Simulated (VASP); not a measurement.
# Si (P6_3/mmc) in VASP: notebook

Runs on Si. Level: r2SCAN. Tasks: single point.

Program: VASP 6.6.1. These are calculated values, not measurements. Logs are shortened: lines on timing, memory, paths and dates and some standing lists are left out, and cuts for length are marked.

**1. The cell of the first run**

The structure is hexagonal, space group P6_3/mmc (No. 194). The conventional cell has a = 3.525 Å, b = 3.525 Å, c = 6.586 Å, α = 90.00°, β = 90.00°, γ = 120.00°. Si (site symmetry 3m) has 4 Si at 2.20 to 2.46 Å within 2.9 Å.

This isn't the form of Si at room conditions, which is diamond.

**2. Single point, r2SCAN (strain -0.080 along x and y, +0.040 along z)**

The input, POSCAR:

```
Si
1.0
    3.5248120637      0.0000000000      0.0000000000
   -1.7624060319      3.0525767907      0.0000000000
    0.0000000000      0.0000000000      6.5859268802
Si
4
Direct
    0.3333333333      0.6666666667      0.0630095000
    0.6666666667      0.3333333333      0.5630095000
    0.3333333333      0.6666666667      0.4369905000
    0.6666666667      0.3333333333      0.9369905000
```

The input, INCAR.step1:

```
SYSTEM = Si
  PREC = Accurate
  ENCUT = 520
  ISMEAR = 0
  SIGMA = 0.05
  LREAL = .False.
  LASPH = .True.
  NELM = 80
  NBANDS = 16
  GGA = PE
  ALGO = Normal
  EDIFF = 1E-4
  LWAVE = .True.
  LCHARG = .False.
```

The input, INCAR.step2:

```
SYSTEM = Si
  PREC = Accurate
  ENCUT = 520
  EDIFF = 1E-6
  ISMEAR = 0
  SIGMA = 0.05
  LREAL = .False.
  LASPH = .True.
  NELM = 80
  ALGO = Normal
  ISIF = 2
  LWAVE = .False.
  LCHARG = .False.
  METAGGA = R2SCAN
  LMIXTAU = .True.
  NBANDS = 16
  ISTART = 1
```

The input, KPOINTS:

```
Automatic mesh
0
Gamma
  12 12 6
  0 0 0
```

Potentials or basis: VASP PAW PBE potentials, release 64 (Si).

On the command line:

```
$ cat potpaw_PBE.64/Si/POTCAR > POTCAR
$ cp INCAR.step1 INCAR
$ mpirun -np 1 vasp_std > vasp.out
$ cp INCAR.step2 INCAR
$ mpirun -np 1 vasp_std > vasp.out
```

OUTCAR:

```text
SYSTEM = Si
   PREC = Accurate
   ENCUT = 520
   EDIFF = 1E-6
   ISMEAR = 0
   LREAL = .False.
   LASPH = .True.
   NELM = 80
   ISIF = 2
   METAGGA = R2SCAN
   ISTART = 1

 ion  position               nearest neighbor table
   1  0.333  0.667  0.063-   4 2.20   4 2.20   4 2.20   3 2.46
   2  0.667  0.333  0.563-   3 2.20   3 2.20   3 2.20   4 2.46
   3  0.333  0.667  0.437-   2 2.20   2 2.20   2 2.20   1 2.46
   4  0.667  0.333  0.937-   1 2.20   1 2.20   1 2.20   2 2.46

  LATTYP: Found a hexagonal cell.
 ALAT       =     3.5248120637
 C/A-ratio  =     1.8684476679

  Lattice vectors:

 A1 = (   3.5248120637,   0.0000000000,   0.0000000000)
 A2 = (  -1.7624060319,   3.0525767907,   0.0000000000)
 A3 = (   0.0000000000,   0.0000000000,   6.5859268802)

Analysis of symmetry for initial positions (statically):
=====================================================================
 Subroutine PRICEL returns:
 Original cell was already a primitive cell.

 Routine SETGRP: Setting up the symmetry group for a
 hexagonal supercell.

 Subroutine GETGRP returns: Found 24 space group operations
 (whereof 12 operations were pure point group operations)
 out of a pool of 24 trial point group operations.

The static configuration has the point symmetry D_3d.
 The point group associated with its full space group is D_6h.

Analysis of symmetry for dynamics (positions and initial velocities):
=====================================================================
 Subroutine PRICEL returns:
 Original cell was already a primitive cell.

 Routine SETGRP: Setting up the symmetry group for a
 hexagonal supercell.

 Subroutine GETGRP returns: Found 24 space group operations
 (whereof 12 operations were pure point group operations)
 out of a pool of 24 trial point group operations.

The dynamic configuration has the point symmetry D_3d.
 The point group associated with its full space group is D_6h.

 Subroutine INISYM returns: Found 24 space group operations
 (whereof 12 operations are pure point group operations),
 and found     1 'primitive' translations

----------------------------------------------------------------------------------------

                                     Primitive cell

  volume of cell :      70.8630

  direct lattice vectors                    reciprocal lattice vectors
     3.524812064  0.000000000  0.000000000     0.283703069  0.163796043  0.000000000
    -1.762406032  3.052576791  0.000000000     0.000000000  0.327592086  0.000000000
     0.000000000  0.000000000  6.585926880     0.000000000  0.000000000  0.151838916

  length of vectors
     3.524812064  3.524812064  6.585926880     0.327592086  0.327592086  0.151838916

  position of ions in fractional coordinates (direct lattice)
     0.333333333  0.666666667  0.063009500
     0.666666667  0.333333333  0.563009500
     0.333333333  0.666666667  0.436990500
     0.666666667  0.333333333  0.936990500

  ion indices of the primitive-cell ions
   primitive index   ion index
                 1           1
                 2           2
                 3           3
                 4           4

----------------------------------------------------------------------------------------

 KPOINTS: Automatic mesh

Automatic generation of k-mesh.
 Grid dimensions read from file:
 generate k-points for:   12   12    6

 Generating k-lattice:

  Cartesian coordinates                     Fractional coordinates (reciprocal lattice)
     0.023641922  0.013649670  0.000000000     0.083333333  0.000000000  0.000000000
     0.000000000  0.027299341  0.000000000     0.000000000  0.083333333  0.000000000
     0.000000000  0.000000000  0.025306486     0.000000000  0.000000000  0.166666667

  Length of vectors
     0.027299341  0.027299341  0.025306486

  Shift w.r.t. Gamma in fractional coordinates (k-lattice)
     0.000000000  0.000000000  0.000000000

 Subroutine IBZKPT returns following result:
 ===========================================

 Found     76 irreducible k-points:

 Following reciprocal coordinates:
            Coordinates               Weight
  0.000000  0.000000  0.000000      1.000000
  0.083333  0.000000  0.000000      6.000000
  0.166667  0.000000  0.000000      6.000000
  0.250000  0.000000  0.000000      6.000000
  0.333333  0.000000  0.000000      6.000000
  0.416667  0.000000  0.000000      6.000000
[... 16 lines left out ...]
  0.250000  0.000000  0.166667     12.000000
  0.333333  0.000000  0.166667     12.000000
 [... further k-points ...]
   k-points           NKPTS =     76   k-points in BZ     NKDIM =     76   number of bands    NBANDS=     16
   number of dos      NEDOS =    301   number of ions     NIONS =      4
   total plane-waves  NPLWV =  39200
   dimension x,y,z NGX =    28 NGY =   28 NGZ =   50
   dimension x,y,z NGXF=    56 NGYF=   56 NGZF=  100
   ions per type =               4
   NGX,Y,Z   is equivalent  to a cutoff of  13.21, 13.21, 12.62 a.u.
   NGXF,Y,Z  is equivalent  to a cutoff of  26.41, 26.41, 25.24 a.u.
 SYSTEM =  Si
   PREC   = accura    normal or accurate (medium, high low for compatibility)
   ISTART =      1    job   : 0-new  1-cont  2-samecut
   ICHARG =      0    charge: 1-file 2-atom 10-const
   ISPIN  =      1    spin polarized calculation?
   LNONCOLLINEAR =      F non collinear calculations
   LSORBIT =      F    spin-orbit coupling
   LASPH  =      T    aspherical Exc in radial PAW
   ENCUT  =  520.0 eV  38.22 Ry    6.18 a.u.   6.55  6.55 12.25*2*pi/ulx,y,z
   NELM   =     80;   NELMIN=  2; NELMDL=  0     # of ELM steps
   EDIFF  = 0.1E-05   stopping-criterion for ELM
   LREAL  =      F    real-space projection
   EDIFFG = 0.1E-04   stopping-criterion for IOM
   NSW    =      0    number of steps for IOM
   IBRION =     -1    ionic relax: 0-MD 1-quasi-New 2-CG
   NFREE  =      0    steps in history (QN), initial steepest desc. (CG)
   ISIF   =      2    stress and relaxation
   ISYM   =      2    0-nonsym 1-usesym 2-fastsym
   POTIM  = 0.5000    time-step for ionic-motion
   TEBEG  =    0.0;   TEEND  =   0.0 temperature during run
   PSTRESS=    0.0 pullay stress
   NELECT =      16.0000    total number of electrons
   NUPDOWN=      -1.0000    fix difference up-down
   EMIN   =  10.00;   EMAX   =-10.00  energy-range for DOS
   EFERMI =   0.00;   METHOD = LEGACY
   ISMEAR =     0;   SIGMA  =   0.05  broadening in eV -4-tet -1-fermi 0-gaus
   EFERMI_NEDOS =   21; number of points for ismear=-14 and -15
   IALGO  =     38    algorithm
   IMIX   =      4    mixing-type and parameters
     AMIX     =   0.40;   BMIX     =  1.00
     AMIX_MAG =   1.60;   BMIX_MAG =  1.00
  volume/ion in A,a.u.               =      17.72       119.55
  Fermi-wavevector in a.u.,A,eV,Ry     =   0.996877  1.883825 13.520982  0.993764
  Thomas-Fermi vector in A             =   2.128995
   LORBIT       =      0    0 simple, 1 ext, 2 COOP (PROOUT), +10 PAW based schemes
   METAGGA = R2SCAN    functional components
   LHFCALC =     F    Hartree Fock is set to
   AEXX    =    0.0000 exact exchange contribution
   IVDW    =     0    specifies the selected vdW correction
   LEPSILON=     F    determine dielectric tensor
   LRPA    =     F    only Hartree local field effects (RPA)
 non-spin polarized calculation
 Gauss-broadening in eV      SIGMA  =   0.05
  energy-cutoff  :      520.00
  volume of cell :       70.86
 maximum number of plane-waves:      1950
 NGX is ok and might be reduce to    28
   NGX = 13   NGY = 13   NGZ = 25

 number of electron      16.0000001 magnetization

 Free energy of the ion-electron system (eV)
  ---------------------------------------------------
  ext. energy  EPLUGINS =         0.00000000
  ---------------------------------------------------
  free energy    TOTEN  =       -33.97741321 eV

  energy without entropy =      -33.97741320  energy(sigma->0) =      -33.97741321

 E-fermi :   7.6946     XC(G=0): -10.3518

 val. band max:        7.5310051900   @ k =   0.0000   0.0000   0.0000
 cond. band min:       7.8548247246   @ k =   0.0000   0.0000   0.0000
 fundamental gap:      0.3238195347
 Fermi energy:         7.6945776920

 k-point     1 :       0.0000    0.0000    0.0000
  band No.  band energies     occupation
      1      -6.4539      2.00000
      2      -4.5534      2.00000
      3      -0.7764      2.00000
      4       6.3672      2.00000
      5       6.3672      2.00000
      6       6.4512      2.00000
[... 8 lines left out ...]
     15      13.8316      0.00000
     16      14.3304      0.00000

 k-point     2 :       0.0833    0.0000    0.0000
  band No.  band energies     occupation
      1      -6.3486      2.00000
      2      -4.4476      2.00000
      3      -0.6917      2.00000
      4       5.5787      2.00000
      5       6.1173      2.00000
      6       6.4252      2.00000
[... 8 lines left out ...]
     15      13.5296      0.00000
     16      14.0919      0.00000

 k-point     3 :       0.1667    0.0000    0.0000
  band No.  band energies     occupation
      1      -6.0346      2.00000
      2      -4.1319      2.00000
      3      -0.4521      2.00000
      4       4.0533      2.00000
      5       5.4287      2.00000
      6       5.5889      2.00000
[... 8 lines left out ...]
     15      13.4598      0.00000
     16      13.8614      0.00000

 k-point     4 :       0.2500    0.0000    0.0000
  band No.  band energies     occupation
      1      -5.5191      2.00000
      2      -3.6125      2.00000
      3      -0.1391      2.00000
      4       2.5222      2.00000
      5       3.8247      2.00000
      6       5.0542      2.00000
[... 8 lines left out ...]
     15      14.4911      0.00000
     16      14.9383      0.00000
[... 324 lines left out ...]
 k-point    22 :       0.1667    0.0000    0.1667
  band No.  band energies     occupation
      1      -5.9525      2.00000
      2      -4.3580      2.00000
      3      -0.0577      2.00000
      4       4.1225      2.00000
      5       5.0656      2.00000
      6       5.5730      2.00000
[... 8 lines left out ...]
     15      13.2947      0.00000
     16      14.0636      0.00000

 k-point    23 :       0.2500    0.0000    0.1667
  band No.  band energies     occupation
      1      -5.4372      2.00000
      2      -3.8416      2.00000
      3       0.2362      2.00000
      4       2.6136      2.00000
      5       3.6048      2.00000
      6       5.1168      2.00000
[... 8 lines left out ...]
     15      14.5351      0.00000
     16      14.8111      0.00000

 k-point    24 :       0.3333    0.0000    0.1667
  band No.  band energies     occupation
      1      -4.7393      2.00000
      2      -3.1422      2.00000
      3       0.0483      2.00000
      4       1.8206      2.00000
      5       2.0728      2.00000
      6       4.6956      2.00000
[... 8 lines left out ...]
     15      15.4870      0.00000
     16      15.9195      0.00000

 [... further k-points ...]

------------------------ aborting loop because EDIFF is reached ----------------------------------------

  FORCE on cell =-STRESS in cart. coord.  units (eV):
  Direction    XX          YY          ZZ          XY          YZ          ZX
  --------------------------------------------------------------------------------------
  -------------------------------------------------------------------------------------
  Total       13.0531286     13.0531286     -1.9540768     -0.0000000     -0.0000000      0.0000000
  in kB      295.1248173    295.1248173    -44.1807143     -0.0000000     -0.0000000      0.0000000
  external PRESSURE =     182.0229734 kB  Pullay stress =       0.0000000 kB

 VOLUME and BASIS-vectors are now :
 -----------------------------------------------------------------------------
  energy-cutoff  :      520.00
  volume of cell :       70.86
      direct lattice vectors                 reciprocal lattice vectors
     3.524812064  0.000000000  0.000000000     0.283703069  0.163796043  0.000000000
    -1.762406032  3.052576791  0.000000000     0.000000000  0.327592086  0.000000000
     0.000000000  0.000000000  6.585926880     0.000000000  0.000000000  0.151838916

 POSITION                                       TOTAL-FORCE (eV/Angst)
 -----------------------------------------------------------------------------------
     -0.00000      2.03505      0.41498        -0.000000      0.000000      1.689640
      1.76241      1.01753      3.70794         0.000000     -0.000000      1.689640
     -0.00000      2.03505      2.87799        -0.000000      0.000000     -1.689640
      1.76241      1.01753      6.17095         0.000000     -0.000000     -1.689640
 -----------------------------------------------------------------------------------
    total drift:                               -0.000000     -0.000000     -0.000000

  FREE ENERGIE OF THE ION-ELECTRON SYSTEM (eV)
  ---------------------------------------------------
  free  energy   TOTEN  =       -33.9774132071 eV

  energy  without entropy=      -33.9774132042  energy(sigma->0) =      -33.97741321
```

Wall time 1.9 min (1 thread of Intel Xeon 6975P-C (Granite Rapids), shared host); peak memory 0.22 GiB.

What came out:

```
Free energy            : -33.9774 eV
Pressure               : 18.2 GPa
Largest force          : 1.690 eV/Å
Band gap on the k mesh : 0.32 eV
```

Forces in eV/Å, atoms in the order of the input:
```
Si   0.000  0.000  1.690
Si   0.000  0.000  1.690
Si   0.000  0.000 -1.690
Si   0.000  0.000 -1.690
```

Caveat: the cell differs from its parent crystal (strain -0.080 along x and y, +0.040 along z); the stress differs along the axes, from -4 to 30 GPa; semilocal functionals underestimate gaps, and a narrow one can read as zero; the PAW data sets were made with another functional, which shifts forces and pressure a little.

**3. Single point, r2SCAN (strain -0.040 along x and y, -0.040 along z)**

The input, POSCAR:

```
Si
1.0
    3.6780647621      0.0000000000      0.0000000000
   -1.8390323811      3.1852975207      0.0000000000
    0.0000000000      0.0000000000      6.0793171202
Si
4
Direct
    0.3333333333      0.6666666667      0.0630095000
    0.6666666667      0.3333333333      0.5630095000
    0.3333333333      0.6666666667      0.4369905000
    0.6666666667      0.3333333333      0.9369905000
```

The input, INCAR.step1:

```
ALGO     = Normal         # electronic algorithm
EDIFF    = 1E-4           # SCF threshold, eV
ENCUT    = 520            # plane-wave cutoff, eV
GGA      = PE             # functional
ISMEAR   = 0              # smearing method
LASPH    = T              # aspherical terms in the spheres
LCHARG   = F              # write CHGCAR
LREAL    = F              # projectors in reciprocal space
LWAVE    = T              # write WAVECAR
NBANDS   = 16             # bands
NELM     = 100            # most SCF steps
PREC     = Accurate       # precision mode
SIGMA    = 0.05           # smearing width, eV
```

The input, INCAR.step2:

```
ALGO     = Normal         # electronic algorithm
EDIFF    = 1E-7           # SCF threshold, eV
ENCUT    = 520            # plane-wave cutoff, eV
ISIF     = 2              # what is computed and relaxed
ISMEAR   = 0              # smearing method
ISTART   = 1            
LASPH    = T              # aspherical terms in the spheres
LCHARG   = F              # write CHGCAR
LMIXTAU  = T            
LREAL    = F              # projectors in reciprocal space
LWAVE    = F              # write WAVECAR
METAGGA  = R2SCAN         # meta-GGA
NBANDS   = 16             # bands
NELM     = 100            # most SCF steps
PREC     = Accurate       # precision mode
SIGMA    = 0.05           # smearing width, eV
```

The input, KPOINTS:

```
k-points
0
Gamma
  12 12 6
```

Potentials or basis: VASP PAW PBE potentials, release 64 (Si).

On the command line:

```
$ cat potpaw_PBE.64/Si/POTCAR > POTCAR
$ cp INCAR.step1 INCAR
$ mpirun -np 1 vasp_std > vasp.out
$ cp INCAR.step2 INCAR
$ mpirun -np 1 vasp_std > vasp.out
```

It took 2 min on 1 thread of Intel Xeon 6975P-C (Granite Rapids), shared host; peak memory 0.22 GiB.

It converged, with:

```
Free energy            : -34.6517 eV
Pressure               : 15.3 GPa
Largest force          : 0.056 eV/Å
Band gap on the k mesh : 0.32 eV (least direct gap 1.71 eV)
```

Forces on the atoms (eV/Å):
```
Si   0.000  0.000  0.056
Si   0.000  0.000  0.056
Si   0.000  0.000 -0.056
Si   0.000  0.000 -0.056
```

Stress tensor (GPa, compression positive):
```
15.11  0.00  0.00
 0.00 15.11  0.00
 0.00  0.00 15.66
```

Levels at points of the mesh, in eV from the valence-band top:
| k point | band 6 | band 7 | band 8 | band 9 | band 10 | band 11 |
| --- | --- | --- | --- | --- | --- | --- |
| (0.00, 0.00, 0.00) | -0.46 | 0.00 | 0.00 | 1.71 | 2.06 | 2.06 |
| (0.50, 0.00, 0.00) | -3.64 | -3.62 | -1.71 | 0.32 | 2.75 | 3.09 |
| (0.00, 0.00, 0.50) | -1.12 | -1.12 | -1.12 | 2.48 | 2.48 | 3.15 |
| (0.50, 0.00, 0.50) | -2.90 | -2.86 | -2.86 | 1.12 | 1.12 | 1.63 |

Caveat: the cell differs from its parent crystal (strain -0.040 along x and y, -0.040 along z); the cell stands under pressure; semilocal functionals underestimate gaps, and a narrow one can read as zero; the PAW data sets were made with another functional, which shifts forces and pressure a little.

**4. Single point, r2SCAN (strain +0.000 along x and y, -0.080 along z)**

The input, POSCAR:

```
Si
1.0
    3.8313174605      0.0000000000      0.0000000000
   -1.9156587303      3.3180182508      0.0000000000
    0.0000000000      0.0000000000      5.8260122402
Si
4
Direct
    0.3333333333      0.6666666667      0.0630095000
    0.6666666667      0.3333333333      0.5630095000
    0.3333333333      0.6666666667      0.4369905000
    0.6666666667      0.3333333333      0.9369905000
```

The input, INCAR.step1:

```
SYSTEM = Si
PREC = Accurate
ENCUT = 520
ISMEAR = 0
SIGMA = 0.05
LREAL = .FALSE.
LASPH = .TRUE.
NELM = 80
NBANDS = 16
GGA = PE
ALGO = Normal
EDIFF = 1E-4
LWAVE = .TRUE.
LCHARG = .FALSE.
```

The input, INCAR.step2:

```
SYSTEM = Si
PREC = Accurate
ENCUT = 520
EDIFF = 1E-6
ISMEAR = 0
SIGMA = 0.05
LREAL = .FALSE.
LASPH = .TRUE.
NELM = 80
ALGO = Normal
ISIF = 2
LWAVE = .FALSE.
LCHARG = .FALSE.
METAGGA = R2SCAN
LMIXTAU = .TRUE.
NBANDS = 16
ISTART = 1
```

The input, KPOINTS:

```
Automatic mesh
0
G
  12 12 6
  0 0 0
```

On the command line:

```
$ cat potpaw_PBE.64/Si/POTCAR > POTCAR
$ cp INCAR.step1 INCAR
$ mpirun -np 1 vasp_std > vasp.out
$ cp INCAR.step2 INCAR
$ mpirun -np 1 vasp_std > vasp.out
```

Wall time 91 s (1 thread of Intel Xeon 6975P-C (Granite Rapids), shared host); peak memory 0.22 GiB.

The run converged. Its results:

- Free energy: -34.5166 eV
- Pressure: 10.9 GPa
- Largest force: 1.510 eV/Å
- Band gap on the k mesh: zero (bands 8 and 9 overlap by 0.04 eV)

Forces on the atoms (eV/Å):
```
Si   0.000  0.000 -1.510
Si   0.000  0.000 -1.510
Si   0.000  0.000  1.510
Si   0.000  0.000  1.510
```

Stress tensor (GPa, compression positive):
```
 1.57  0.00  0.00
 0.00  1.57  0.00
 0.00  0.00 29.64
```

Levels at points of the mesh, in eV from the Fermi level:
| k point | band 5 | band 6 | band 7 | band 8 | band 9 | band 10 | band 11 | band 12 |
| --- | --- | --- | --- | --- | --- | --- | --- | --- |
| (0.00, 0.00, 0.00) | -2.28 | -0.35 | 0.03 | 0.03 | 0.57 | 1.56 | 1.56 | 3.77 |
| (0.50, 0.00, 0.00) | -5.47 | -3.88 | -3.61 | -1.46 | 0.00 | 2.81 | 2.86 | 3.33 |
| (0.00, 0.00, 0.50) | -1.45 | -1.45 | -1.45 | -1.45 | 1.67 | 1.67 | 2.88 | 2.88 |
| (0.50, 0.00, 0.50) | -2.99 | -2.99 | -2.48 | -2.48 | 1.02 | 1.02 | 2.24 | 2.24 |

Caveat: the cell differs from its parent crystal (strain +0.000 along x and y, -0.080 along z); the stress differs along the axes, from 2 to 30 GPa; semilocal functionals underestimate gaps, and a narrow one can read as zero; the PAW data sets were made with another functional, which shifts forces and pressure a little.

(Continued in part 2 of 2.)

The gap in the log of VASP goes by the Fermi energy; the results here count the filled bands.